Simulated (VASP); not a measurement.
# Ta4O (P4/mmm) in VASP: a series of runs

Runs on Ta4O. Level: PBEsol. Tasks: single point.

All numbers are computed with VASP 6.6.1; they aren't measurements. Logs are shortened: lines on timing, memory, paths and dates and some standing lists are left out, and cuts for length are marked.

## (1) The cell of the first run

Symmetry: P4/mmm, No. 123, tetragonal system. Conventional cell: a = 3.257 Å, b = 3.257 Å, c = 7.409 Å, α = 90.00°, β = 90.00°, γ = 90.00°. Within 3.0 Å of Ta (site symmetry 4/mmm) lie 4 O at 2.30 Å. Within 2.8 Å of Ta (site symmetry 4mm) lie 1 O at 2.10 Å. Within 3.7 Å of Ta (site symmetry 4/mmm) lie 12 Ta at 2.81 to 3.26 Å. Within 2.8 Å of O (site symmetry 4/mmm) lie 6 Ta at 2.10 to 2.30 Å.

## (2) Single point, PBEsol

File INCAR:

```
SYSTEM = Ta4O
PREC     = Accurate       ! precision mode
ENCUT    = 520            ! plane-wave cutoff, eV
EDIFF    = 1E-7           ! SCF threshold, eV
ISMEAR   = 0              ! smearing method
SIGMA    = 0.1            ! smearing width, eV
LREAL    = .False.        ! projectors in reciprocal space
LASPH    = .True.         ! aspherical terms in the spheres
NELM     = 60             ! most SCF steps
ALGO     = Normal         ! electronic algorithm
ISIF     = 2              ! what is computed and relaxed
LWAVE    = .False.        ! write WAVECAR
LCHARG   = .False.        ! write CHGCAR
GGA      = PS             ! functional
NBANDS   = 33             ! bands
```

File KPOINTS:

```
regular mesh
0
Gamma
  1 1 1
  0 0 0
```

File POSCAR:

```
Ta4O
1.0
    3.2574970000      0.0000000000      0.0000000000
    0.0000000000      3.2574970000      0.0000000000
    0.0000000000      0.0000000000      7.4093410000
Ta O
4 1
Direct
    0.0000000000      0.0000000000      0.5000000000
    0.5000000000      0.5000000000      0.7831580000
    0.5000000000      0.5000000000      0.2168420000
    0.0000000000      0.0000000000      0.0000000000
    0.5000000000      0.5000000000      0.5000000000
```

Potentials or basis: VASP PAW PBE potentials, release 64 (Ta_pv, O).

On the command line:

```
$ cat potpaw_PBE.64/Ta_pv/POTCAR potpaw_PBE.64/O/POTCAR > POTCAR
$ mpirun -np 1 vasp_gam > vasp.out
```

OUTCAR:

```text
SYSTEM = Ta4O
   PREC = Accurate
   ENCUT = 520
   EDIFF = 1E-7
   ISMEAR = 0
   LREAL = .False.
   LASPH = .True.
   NELM = 60
   ISIF = 2
   GGA = PS

 ion  position               nearest neighbor table
   1  0.000  0.000  0.500-   5 2.30   5 2.30   5 2.30   5 2.30   3 3.12   3 3.12   2 3.12   3 3.12
                             2 3.12   2 3.12   3 3.12   2 3.12
   2  0.500  0.500  0.783-   5 2.10   4 2.81   4 2.81   4 2.81   4 2.81   1 3.12   1 3.12   1 3.12
                             1 3.12   3 3.21
   3  0.500  0.500  0.217-   5 2.10   4 2.81   4 2.81   4 2.81   4 2.81   1 3.12   1 3.12   1 3.12
                             1 3.12   2 3.21
   4  0.000  0.000  0.000-   2 2.81   3 2.81   2 2.81   3 2.81   2 2.81   3 2.81   2 2.81   3 2.81

   5  0.500  0.500  0.500-   2 2.10   3 2.10   1 2.30   1 2.30   1 2.30   1 2.30

  LATTYP: Found a simple tetragonal cell.
 ALAT       =     3.2574970000
 C/A-ratio  =     2.2745503680

  Lattice vectors:

 A1 = (   3.2574970000,   0.0000000000,   0.0000000000)
 A2 = (   0.0000000000,   3.2574970000,   0.0000000000)
 A3 = (   0.0000000000,   0.0000000000,   7.4093410000)

Analysis of symmetry for initial positions (statically):
=====================================================================
 Subroutine PRICEL returns:
 Original cell was already a primitive cell.

 Routine SETGRP: Setting up the symmetry group for a
 simple tetragonal supercell.

 Subroutine GETGRP returns: Found 16 space group operations
 (whereof 16 operations were pure point group operations)
 out of a pool of 16 trial point group operations.

The static configuration has the point symmetry D_4h.

Analysis of symmetry for dynamics (positions and initial velocities):
=====================================================================
 Subroutine PRICEL returns:
 Original cell was already a primitive cell.

 Routine SETGRP: Setting up the symmetry group for a
 simple tetragonal supercell.

 Subroutine GETGRP returns: Found 16 space group operations
 (whereof 16 operations were pure point group operations)
 out of a pool of 16 trial point group operations.

The dynamic configuration has the point symmetry D_4h.

 Subroutine INISYM returns: Found 16 space group operations
 (whereof 16 operations are pure point group operations),
 and found     1 'primitive' translations

----------------------------------------------------------------------------------------

                                     Primitive cell

  volume of cell :      78.6226

  direct lattice vectors                    reciprocal lattice vectors
     3.257497000  0.000000000  0.000000000     0.306984166  0.000000000  0.000000000
     0.000000000  3.257497000  0.000000000     0.000000000  0.306984166  0.000000000
     0.000000000  0.000000000  7.409341000     0.000000000  0.000000000  0.134964769

  length of vectors
     3.257497000  3.257497000  7.409341000     0.306984166  0.306984166  0.134964769

  position of ions in fractional coordinates (direct lattice)
     0.000000000  0.000000000  0.500000000
     0.500000000  0.500000000  0.783158000
     0.500000000  0.500000000  0.216842000
     0.000000000  0.000000000  0.000000000
     0.500000000  0.500000000  0.500000000

  ion indices of the primitive-cell ions
   primitive index   ion index
                 1           1
                 2           2
                 3           3
                 4           4
                 5           5

----------------------------------------------------------------------------------------

 KPOINTS: regular mesh

Automatic generation of k-mesh.
 Grid dimensions read from file:
 generate k-points for:    1    1    1

 Generating k-lattice:

  Cartesian coordinates                     Fractional coordinates (reciprocal lattice)
     0.306984166  0.000000000  0.000000000     1.000000000  0.000000000  0.000000000
     0.000000000  0.306984166  0.000000000     0.000000000  1.000000000  0.000000000
     0.000000000  0.000000000  0.134964769     0.000000000  0.000000000  1.000000000

  Length of vectors
     0.306984166  0.306984166  0.134964769

  Shift w.r.t. Gamma in fractional coordinates (k-lattice)
     0.000000000  0.000000000  0.000000000

 Subroutine IBZKPT returns following result:
 ===========================================

 Found      1 irreducible k-points:

 Following reciprocal coordinates:
            Coordinates               Weight
  0.000000  0.000000  0.000000      1.000000
   k-points           NKPTS =      1   k-points in BZ     NKDIM =      1   number of bands    NBANDS=     33
   number of dos      NEDOS =    301   number of ions     NIONS =      5
   total plane-waves  NPLWV =  32256
   dimension x,y,z NGX =    24 NGY =   24 NGZ =   56
   dimension x,y,z NGXF=    48 NGYF=   48 NGZF=  112
   ions per type =               4   1
   NGX,Y,Z   is equivalent  to a cutoff of  12.25, 12.25, 12.56 a.u.
   NGXF,Y,Z  is equivalent  to a cutoff of  24.50, 24.50, 25.13 a.u.
 SYSTEM =  Ta4O
   PREC   = accura    normal or accurate (medium, high low for compatibility)
   ISTART =      0    job   : 0-new  1-cont  2-samecut
   ICHARG =      2    charge: 1-file 2-atom 10-const
   ISPIN  =      1    spin polarized calculation?
   LNONCOLLINEAR =      F non collinear calculations
   LSORBIT =      F    spin-orbit coupling
   LASPH  =      T    aspherical Exc in radial PAW
   ENCUT  =  520.0 eV  38.22 Ry    6.18 a.u.   6.06  6.06 13.78*2*pi/ulx,y,z
   NELM   =     60;   NELMIN=  2; NELMDL= -5     # of ELM steps
   EDIFF  = 0.1E-06   stopping-criterion for ELM
   LREAL  =      F    real-space projection
   EDIFFG = 0.1E-05   stopping-criterion for IOM
   NSW    =      0    number of steps for IOM
   IBRION =     -1    ionic relax: 0-MD 1-quasi-New 2-CG
   NFREE  =      0    steps in history (QN), initial steepest desc. (CG)
   ISIF   =      2    stress and relaxation
   ISYM   =      2    0-nonsym 1-usesym 2-fastsym
   POTIM  = 0.5000    time-step for ionic-motion
   TEBEG  =    0.0;   TEEND  =   0.0 temperature during run
   PSTRESS=    0.0 pullay stress
   NELECT =      50.0000    total number of electrons
   NUPDOWN=      -1.0000    fix difference up-down
   EMIN   =  10.00;   EMAX   =-10.00  energy-range for DOS
   EFERMI =   0.00;   METHOD = LEGACY
   ISMEAR =     0;   SIGMA  =   0.10  broadening in eV -4-tet -1-fermi 0-gaus
   EFERMI_NEDOS =   21; number of points for ismear=-14 and -15
   IALGO  =     38    algorithm
   IMIX   =      4    mixing-type and parameters
     AMIX     =   0.40;   BMIX     =  1.00
     AMIX_MAG =   1.60;   BMIX_MAG =  1.00
  volume/ion in A,a.u.               =      15.72       106.11
  Fermi-wavevector in a.u.,A,eV,Ry     =   1.407826  2.660405 26.966391  1.981974
  Thomas-Fermi vector in A             =   2.530046
   LORBIT       =      0    0 simple, 1 ext, 2 COOP (PROOUT), +10 PAW based schemes
   GGA     = PS    functional components
   LHFCALC =     F    Hartree Fock is set to
   AEXX    =    0.0000 exact exchange contribution
   IVDW    =     0    specifies the selected vdW correction
   LEPSILON=     F    determine dielectric tensor
   LRPA    =     F    only Hartree local field effects (RPA)
 non-spin polarized calculation
 Gauss-broadening in eV      SIGMA  =   0.10
  energy-cutoff  :      520.00
  volume of cell :       78.62
 maximum number of plane-waves:      1050
   NGX = 13   NGY = 13   NGZ = 27

 number of electron      50.0000005 magnetization

 Free energy of the ion-electron system (eV)
  ---------------------------------------------------
  ext. energy  EPLUGINS =         0.00000000
  ---------------------------------------------------
  free energy    TOTEN  =       -57.55363262 eV

  energy without entropy =      -57.44359752  energy(sigma->0) =      -57.49861507

 E-fermi :   6.7702     XC(G=0): -12.6720

 val. band max:        6.7403861813   @ k =   0.0000   0.0000   0.0000
 cond. band min:       6.8043577089   @ k =   0.0000   0.0000   0.0000
 fundamental gap:      0.0639715276
 Fermi energy:         6.7702066777

 k-point     1 :       0.0000    0.0000    0.0000
  band No.  band energies     occupation
      1     -29.1650      2.00000
      2     -28.4330      2.00000
      3     -28.3598      2.00000
      4     -28.3598      2.00000
      5     -28.2736      2.00000
      6     -27.9929      2.00000
[... 25 lines left out ...]
     32       8.5775      0.00000
     33       9.1340      0.00000

------------------------ aborting loop because EDIFF is reached ----------------------------------------

  FORCE on cell =-STRESS in cart. coord.  units (eV):
  Direction    XX          YY          ZZ          XY          YZ          ZX
  --------------------------------------------------------------------------------------
  -------------------------------------------------------------------------------------
  Total       -4.8691916     -4.8691916      0.2010542      0.0000000      0.0000000      0.0000000
  in kB      -99.2247054    -99.2247054      4.0970965      0.0000000      0.0000000      0.0000000
  external PRESSURE =     -64.7841048 kB  Pullay stress =       0.0000000 kB

 VOLUME and BASIS-vectors are now :
 -----------------------------------------------------------------------------
  energy-cutoff  :      520.00
  volume of cell :       78.62
      direct lattice vectors                 reciprocal lattice vectors
     3.257497000  0.000000000  0.000000000     0.306984166  0.000000000  0.000000000
     0.000000000  3.257497000  0.000000000     0.000000000  0.306984166  0.000000000
     0.000000000  0.000000000  7.409341000     0.000000000  0.000000000  0.134964769

 POSITION                                       TOTAL-FORCE (eV/Angst)
 -----------------------------------------------------------------------------------
      0.00000      0.00000      3.70467         0.000000      0.000000      0.000000
      1.62875      1.62875      5.80268         0.000000     -0.000000     -5.182361
      1.62875      1.62875      1.60666         0.000000      0.000000      5.182361
      0.00000      0.00000      0.00000         0.000000      0.000000      0.000000
      1.62875      1.62875      3.70467         0.000000      0.000000      0.000000
 -----------------------------------------------------------------------------------
    total drift:                                0.000000     -0.000000      0.000000

  FREE ENERGIE OF THE ION-ELECTRON SYSTEM (eV)
  ---------------------------------------------------
  free  energy   TOTEN  =       -57.5536326156 eV

  energy  without entropy=      -57.4435975239  energy(sigma->0) =      -57.49861507
```

Wall time 14 s (1 thread of AMD EPYC 7R43 (Zen 3), shared host); peak memory 0.13 GiB.

What came out:

```
Free energy            : -57.5536 eV
Pressure               : -6.5 GPa
Largest force          : 5.182 eV/Å
Band gap on the k mesh : 0.06 eV
```

Forces on the atoms (eV/Å):
```
Ta   0.000  0.000  0.000
Ta   0.000  0.000 -5.182
Ta   0.000  0.000  5.182
Ta   0.000  0.000  0.000
O    0.000  0.000  0.000
```

Caveat: the k points lie up to 1.93 Å⁻¹ apart; the PAW data sets were made with another functional, which shifts forces and pressure a little; spin-orbit coupling is left out, which moves the levels of the heavy elements.

## (3) Single point, PBEsol

File INCAR:

```
SYSTEM = Ta4O
PREC     = Accurate       ! precision mode
ENCUT    = 520            ! plane-wave cutoff, eV
EDIFF    = 1E-6           ! SCF threshold, eV
ISMEAR   = 0              ! smearing method
SIGMA    = 0.1            ! smearing width, eV
LREAL    = .FALSE.        ! projectors in reciprocal space
LASPH    = .TRUE.         ! aspherical terms in the spheres
NELM     = 60             ! most SCF steps
ALGO     = Normal         ! electronic algorithm
ISIF     = 2              ! what is computed and relaxed
LWAVE    = .FALSE.        ! write WAVECAR
LCHARG   = .FALSE.        ! write CHGCAR
GGA      = PS             ! functional
NBANDS   = 33             ! bands
```

File KPOINTS:

```
Automatic mesh
0
G
  2 2 1
  0 0 0
```

POSCAR is that of step 2.

Potentials or basis: VASP PAW PBE potentials, release 64 (Ta_pv, O).

On the command line:

```
$ cat potpaw_PBE.64/Ta_pv/POTCAR potpaw_PBE.64/O/POTCAR > POTCAR
$ mpirun -np 1 vasp_std > vasp.out
```

Wall time 18 s (1 thread of AMD EPYC 7R43 (Zen 3), shared host); peak memory 0.13 GiB.

Results (log left out):

| Property | Result |
| --- | --- |
| Free energy | -57.5752 eV |
| Pressure | -4.5 GPa |
| Largest force | 0.031 eV/Å |
| Band gap on the k mesh | 0.19 eV, indirect (least direct gap 0.43 eV) |

Forces on the atoms (eV/Å):
```
Ta   0.000  0.000  0.000
Ta   0.000  0.000  0.031
Ta   0.000  0.000 -0.031
Ta   0.000  0.000  0.000
O    0.000  0.000  0.000
```

Stress tensor (GPa, compression positive):
```
-12.76   0.00   0.00
  0.00 -12.76   0.00
  0.00   0.00  12.12
```

Levels at points of the mesh, in eV from the valence-band top:
| k point | band 23 | band 24 | band 25 | band 26 | band 27 | band 28 |
| --- | --- | --- | --- | --- | --- | --- |
| (0.00, 0.00, 0.00) | -0.64 | -0.64 | -0.26 | 0.19 | 0.55 | 0.55 |
| (0.50, 0.00, 0.00) | -1.28 | -0.75 | 0.00 | 0.43 | 0.80 | 0.88 |
| (0.50, 0.50, 0.00) | -2.04 | -0.94 | -0.94 | 1.61 | 2.06 | 2.49 |

Caveat: the k points lie up to 0.96 Å⁻¹ apart; the PAW data sets were made with another functional, which shifts forces and pressure a little; spin-orbit coupling is left out, which moves the levels of the heavy elements.

## (4) Single point, PBEsol

File INCAR:

```
PREC     = Accurate       # precision mode
ENCUT    = 520            # plane-wave cutoff, eV
EDIFF    = 1E-6           # SCF threshold, eV
ISMEAR   = 0              # smearing method
SIGMA    = 0.1            # smearing width, eV
LREAL    = False          # projectors in reciprocal space
LASPH    = True           # aspherical terms in the spheres
NELM     = 80             # most SCF steps
ALGO     = Normal         # electronic algorithm
ISIF     = 2              # what is computed and relaxed
LWAVE    = False          # write WAVECAR
LCHARG   = True           # write CHGCAR
GGA      = PS             # functional
LELF     = True           # ELF
LVHAR    = True         
NBANDS   = 33             # bands
```

File KPOINTS:

```
Automatic mesh
0
Gamma
  4 4 1
```

POSCAR is that of step 3.

On the command line:

```
$ cat potpaw_PBE.64/Ta_pv/POTCAR potpaw_PBE.64/O/POTCAR > POTCAR
$ mpirun -np 1 vasp_std > vasp.out
```

Wall time 27 s (1 thread of AMD EPYC 7R43 (Zen 3), shared host); peak memory 0.13 GiB.

The run converged. Its results:

* Free energy: -57.9368 eV
* Pressure: -6.2 GPa
* Largest force: 0.446 eV/Å
* Band gap on the k mesh: zero (band 25 reaches 6.41 eV, above the bottom of band 26 at 6.17 eV)

Forces in eV/Å, atoms in the order of the input:
```
Ta   0.000  0.000  0.000
Ta   0.000  0.000 -0.446
Ta   0.000  0.000  0.446
Ta   0.000  0.000  0.000
O    0.000  0.000  0.000
```

Stress tensor (GPa, compression positive):
```
-9.14  0.00  0.00
 0.00 -9.14  0.00
 0.00  0.00 -0.33
```

Levels at points of the mesh, in eV from the Fermi level:
| k point | band 21 | band 22 | band 23 | band 24 | band 25 | band 26 | band 27 | band 28 | band 29 | band 30 |
| --- | --- | --- | --- | --- | --- | --- | --- | --- | --- | --- |
| (0.00, 0.00, 0.00) | -2.50 | -1.43 | -0.39 | -0.39 | -0.09 | 0.59 | 1.05 | 1.05 | 1.27 | 1.70 |
| (0.50, 0.00, 0.00) | -1.43 | -1.00 | -0.80 | -0.51 | 0.26 | 1.01 | 1.08 | 1.38 | 1.72 | 1.95 |
| (0.50, 0.50, 0.00) | -1.99 | -1.45 | -1.45 | -0.51 | -0.51 | 1.75 | 2.31 | 2.88 | 2.88 | 3.28 |

Caveat: the k points lie up to 0.85 Å⁻¹ apart; the PAW data sets were made with another functional, which shifts forces and pressure a little; spin-orbit coupling is left out, which moves the levels of the heavy elements.

## (5) Single point, PBEsol

File INCAR:

```
SYSTEM = Ta4O
ALGO     = Normal         ! electronic algorithm
EDIFF    = 1E-6           ! SCF threshold, eV
ENCUT    = 520            ! plane-wave cutoff, eV
GGA      = PS             ! functional
ISIF     = 2              ! what is computed and relaxed
ISMEAR   = 0              ! smearing method
LASPH    = .TRUE.         ! aspherical terms in the spheres
LCHARG   = .FALSE.        ! write CHGCAR
LREAL    = .FALSE.        ! projectors in reciprocal space
LWAVE    = .FALSE.        ! write WAVECAR
NBANDS   = 33             ! bands
NELM     = 80             ! most SCF steps
PREC     = Accurate       ! precision mode
SIGMA    = 0.1            ! smearing width, eV
```

File KPOINTS:

```
k-points
0
G
  4 4 2
  0 0 0
```

POSCAR is that of step 4.

On the command line:

```
$ cat potpaw_PBE.64/Ta_pv/POTCAR potpaw_PBE.64/O/POTCAR > POTCAR
$ mpirun -np 1 vasp_std > vasp.out
```

Run time: 48 s. Hardware: 1 thread of AMD EPYC 7R43 (Zen 3), shared host; peak memory 0.15 GiB.

The run converged. Its results:

```yaml
Free_energy: -58.4543 eV
Pressure: -8.0 GPa
Largest_force: 0.290 eV/Å
Band_gap_on_the_k_mesh: zero (band 25 reaches 6.47 eV, above the bottom of band 26 at 5.95 eV)
```

Forces in eV/Å, atoms in the order of the input:
```
Ta   0.000  0.000  0.000
Ta   0.000  0.000 -0.290
Ta   0.000  0.000  0.290
Ta   0.000  0.000  0.000
O    0.000  0.000  0.000
```

Stress tensor (GPa, compression positive):
```
-7.41  0.00  0.00
 0.00 -7.41  0.00
 0.00  0.00 -9.20
```

Levels at points of the mesh, in eV from the Fermi level:
```tsv
k point	band 22	band 23	band 24	band 25	band 26	band 27	band 28	band 29
(0.00, 0.00, 0.00)	-1.42	-0.33	-0.33	-0.06	0.64	1.16	1.16	1.39
(0.50, 0.00, 0.00)	-0.97	-0.83	-0.59	0.36	1.04	1.13	1.44	1.86
(0.50, 0.50, 0.00)	-1.37	-1.37	-0.55	-0.55	1.81	2.48	2.92	2.92
(0.00, 0.00, 0.50)	-0.41	-0.40	-0.40	0.30	0.80	0.80	0.94	1.18
(0.50, 0.00, 0.50)	-1.09	-0.88	-0.56	-0.29	1.24	1.41	1.68	1.97
(0.50, 0.50, 0.50)	-1.58	-1.58	0.14	0.14	1.81	2.08	2.08	3.01
```

Caveat: the k points lie up to 0.48 Å⁻¹ apart; the PAW data sets were made with another functional, which shifts forces and pressure a little; spin-orbit coupling is left out, which moves the levels of the heavy elements.

## (6) Overview

| k mesh | gap on the mesh (eV) | pressure (GPa) | largest force (eV/Å) |
| --- | --- | --- | --- |
| 1 × 1 × 1 | 0.06 | -6.5 | 5.18 |
| 2 × 2 × 1 | 0.19 | -4.5 | 0.03 |
| 4 × 4 × 1 | none | -6.2 | 0.45 |
| 4 × 4 × 2 | none | -8.0 | 0.29 |

Alike in all rows: task single point; level PBEsol; potentials or basis VASP PAW PBE potentials, release 64 (Ta_pv, O); no spin polarisation; cell as given; cutoff (eV) 520; smearing gaussian 0.1 eV.

Caveats: all runs use coarse meshes; the PAW data sets were made with another functional, which shifts forces and pressure a little; spin-orbit coupling is left out, which moves the levels of the heavy elements.

Total energies depend on the potentials used, so only differences within one code and one set of settings carry meaning.
